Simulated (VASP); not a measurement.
# BN (P6_3mc) in VASP: settings compared, part 2 of 2

VASP 6.6.1. Earlier steps stand in the parts before.

**4. Relaxation of cell and atoms, PBE**

This run uses another cell than the first one, of 5.97 Å³/atom, 1.016 times its volume.

Contents of INCAR:

```
PREC = Accurate
ENCUT = 600
EDIFF = 1E-7
ISMEAR = -1
SIGMA = 0.05
LREAL = F
LASPH = T
NELM = 100
ALGO = Normal
ISIF = 3
LWAVE = F
LCHARG = F
GGA = PE
IBRION = 2
NSW = 60
EDIFFG = -0.01
```

Contents of KPOINTS:

```
Automatic mesh
0
Gamma
  12 12 6
```

Contents of POSCAR:

```
BN
1.0
    2.5539396017      0.0000000000      0.0000000000
   -1.2769698009      2.2117765748      0.0000000000
    0.0000000000      0.0000000000      4.2268550000
N B
2 2
Direct
    0.3333333333      0.6666666667      0.1252760000
    0.6666666667      0.3333333333      0.6252760000
    0.3333333333      0.6666666667      0.4997240000
    0.6666666667      0.3333333333      0.9997240000
```

Potentials or basis: VASP PAW PBE potentials, release 64 (N, B).

On the command line:

```
> cat potpaw_PBE.64/N/POTCAR potpaw_PBE.64/B/POTCAR > POTCAR
> mpirun -np 1 vasp_std > vasp.out
```

OUTCAR:

```text
PREC = Accurate
   ENCUT = 600
   EDIFF = 1E-7
   ISMEAR = -1
   LREAL = F
   LASPH = T
   NELM = 100
   ISIF = 3
   GGA = PE
   IBRION = 2
   NSW = 60
   EDIFFG = -0.01

 ion  position               nearest neighbor table
   1  0.333  0.667  0.125-   4 1.57   4 1.57   4 1.57   3 1.58
   2  0.667  0.333  0.625-   3 1.57   3 1.57   3 1.57   4 1.58
   3  0.333  0.667  0.500-   2 1.57   2 1.57   2 1.57   1 1.58
   4  0.667  0.333  1.000-   1 1.57   1 1.57   1 1.57   2 1.58

  LATTYP: Found a hexagonal cell.
 ALAT       =     2.5539396017
 C/A-ratio  =     1.6550332659

  Lattice vectors:

 A1 = (   2.5539396017,   0.0000000000,   0.0000000000)
 A2 = (  -1.2769698009,   2.2117765748,   0.0000000000)
 A3 = (   0.0000000000,   0.0000000000,   4.2268550000)

Analysis of symmetry for initial positions (statically):
=====================================================================
 Subroutine PRICEL returns:
[... 269 lines left out ...]

 k-point     1 :       0.0000    0.0000    0.0000
  band No.  band energies     occupation
      1     -12.8572      2.00000
      2      -8.7498      2.00000
      3      -3.3903      2.00000
      4       5.3274      2.00000
      5       5.3274      2.00000
      6       7.1693      2.00000
      7       7.4304      2.00000
      8       7.4304      2.00000
      9      15.7645      0.00000
     10      15.7645      0.00000
     11      15.9823      0.00000
     12      16.8395      0.00000
[... 331 lines left out ...]
 k-point    24 :       0.3333    0.0000    0.1667
  band No.  band energies     occupation
      1     -10.4355      2.00000
      2      -7.7134      2.00000
      3      -1.3124      2.00000
      4       0.1269      2.00000
      5       1.4979      2.00000
      6       3.1790      2.00000
      7       4.9685      2.00000
      8       5.5449      2.00000
      9      14.2648      0.00000
     10      15.7274      0.00000
     11      18.2978      0.00000
     12      18.3633      0.00000

 [... further k-points ...]
[... 5 lines left out ...]
  --------------------------------------------------------------------------------------
  -------------------------------------------------------------------------------------
  Total        0.0054392      0.0054392     -0.0023821     -0.0000000      0.0000000      0.0000000
  in kB        0.3650753      0.3650753     -0.1598832     -0.0000000      0.0000000      0.0000000
  external PRESSURE =       0.1900891 kB  Pullay stress =       0.0000000 kB
[... 19 lines left out ...]
  FREE ENERGIE OF THE ION-ELECTRON SYSTEM (eV)
  ---------------------------------------------------
  free  energy   TOTEN  =       -34.8399169223 eV

  energy  without entropy=      -34.8399169222  energy(sigma->0) =      -34.83991692

 reached required accuracy - stopping structural energy minimisation
```

OSZICAR:

```text
N       E                     dE             d eps       ncg     rms          rms(c)
DAV:   1     0.602826010364E+02    0.60283E+02   -0.96432E+03  1824   0.146E+03
DAV:   2    -0.338943647181E+02   -0.94177E+02   -0.87695E+02  2656   0.311E+02
DAV:   3    -0.367360278009E+02   -0.28417E+01   -0.28293E+01  2424   0.527E+01
[... 19 lines left out ...]
       N       E                     dE             d eps       ncg     rms          rms(c)
DAV:   1    -0.348399300687E+02   -0.41330E-04   -0.15231E-03  1964   0.394E-01    0.218E-02
DAV:   2    -0.348399211998E+02    0.88688E-05   -0.16850E-05  2360   0.427E-02    0.122E-02
DAV:   3    -0.348399169634E+02    0.42364E-05   -0.65118E-06  2224   0.250E-02    0.183E-03
DAV:   4    -0.348399169223E+02    0.41146E-07   -0.63979E-07  2176   0.850E-03
   3 F= -.34839917E+02 E0= -.34839917E+02  d E =-.409924E-04
```

CONTCAR:

```text
BN
   1.00000000000000
     2.5543668013175194   -0.0000000000000097    0.0000000000000000
    -1.2771834007087766    2.2121465405212621    0.0000000000000000
     0.0000000000000000    0.0000000000000000    4.2243875302691007
  N               B
     2     2
Direct
     0.3333333332999970    0.6666666667000030    0.1251864412597098
     0.6666666667000030    0.3333333332999970    0.6251864412597097
     0.3333333332999970    0.6666666667000030    0.4998135587402902
     0.6666666667000030    0.3333333332999970    0.9998135587402903

  0.00000000E+00  0.00000000E+00  0.00000000E+00
  0.00000000E+00  0.00000000E+00  0.00000000E+00
  0.00000000E+00  0.00000000E+00  0.00000000E+00
  0.00000000E+00  0.00000000E+00  0.00000000E+00
```

Wall time 17 s (1 thread of Intel Xeon 6975P-C (Granite Rapids), shared host); peak memory 0.15 GiB.

What came out:

| Property | Result |
| --- | --- |
| Free energy | -34.8399 eV |
| Relaxed volume | 5.97 Å³/atom |
| Relaxed cell | a = 2.554 Å, b = 2.554 Å, c = 4.224 Å, α = 90.00°, β = 90.00°, γ = 120.00° |
| Space group after relaxing (to 0.05 Å) | P6_3mc (No. 186) |
| Energy gained by relaxing | 0.0 meV/atom |
| Ionic steps | 3 |
| Pressure after relaxing | 0.0 GPa |
| Band gap on the k mesh | 5.21 eV, indirect (least direct gap 8.24 eV) |

Forces on the atoms (eV/Å):
```
N    0.000  0.000  0.003
N    0.000  0.000  0.003
B    0.000  0.000 -0.003
B    0.000  0.000 -0.003
```

Final structure:
```cif
data_structure
_symmetry_space_group_name_H-M 'P 1'
_symmetry_Int_Tables_number 1
_cell_length_a 2.5544
_cell_length_b 2.5544
_cell_length_c 4.2244
_cell_angle_alpha 90.000
_cell_angle_beta 90.000
_cell_angle_gamma 120.000
_cell_volume 23.87
loop_
_atom_site_label
_atom_site_type_symbol
_atom_site_fract_x
_atom_site_fract_y
_atom_site_fract_z
_atom_site_occupancy
N1 N 0.33333 0.66667 0.12519 1
N2 N 0.66667 0.33333 0.62519 1
B1 B 0.33333 0.66667 0.49981 1
B2 B 0.66667 0.33333 0.99981 1
```

Levels at points of the mesh, in eV from the valence-band top:
```tsv
k point	band 5	band 6	band 7	band 8	band 9	band 10	band 11	band 12
(0.00, 0.00, 0.00)	-2.10	-0.26	0.00	0.00	8.33	8.33	8.55	9.41
(0.50, 0.00, 0.00)	-6.85	-4.93	-4.36	-2.09	6.68	7.94	10.56	11.39
(0.00, 0.00, 0.50)	-1.16	-1.16	-1.16	-1.16	9.40	9.40	9.88	9.88
(0.50, 0.00, 0.50)	-3.73	-3.73	-3.53	-3.53	6.56	6.56	9.97	9.97
```

A k mesh can miss the band edges.

**5. The runs side by side**

```csv
task,level,cell,cutoff (eV),gap on the mesh (eV),pressure (GPa)
single point,PBEsol,"a = 2.541, b = 2.541, c = 4.203 Å, angles 90.0, 90.0, 120.0°, 4 atoms",520,4.95,0.6
single point,PBE,"a = 2.555, b = 2.555, c = 4.225 Å, angles 90.0, 90.0, 120.0°, 4 atoms",520,5.21,0.2
relaxation of cell and atoms,PBE,"relaxed from a = 2.554, b = 2.554, c = 4.227 Å, angles 90.0, 90.0, 120.0°, 4 atoms",600,5.21,0.0
```

Alike in all rows: potentials or basis VASP PAW PBE potentials, release 64 (N, B); no spin polarisation; k mesh 12 × 12 × 6; smearing fermi-dirac 0.05 eV.

Caveats: the PAW data sets were made with another functional, which shifts forces and pressure a little (some runs).

Total energies depend on the potentials used, so only differences within one code and one set of settings carry meaning.
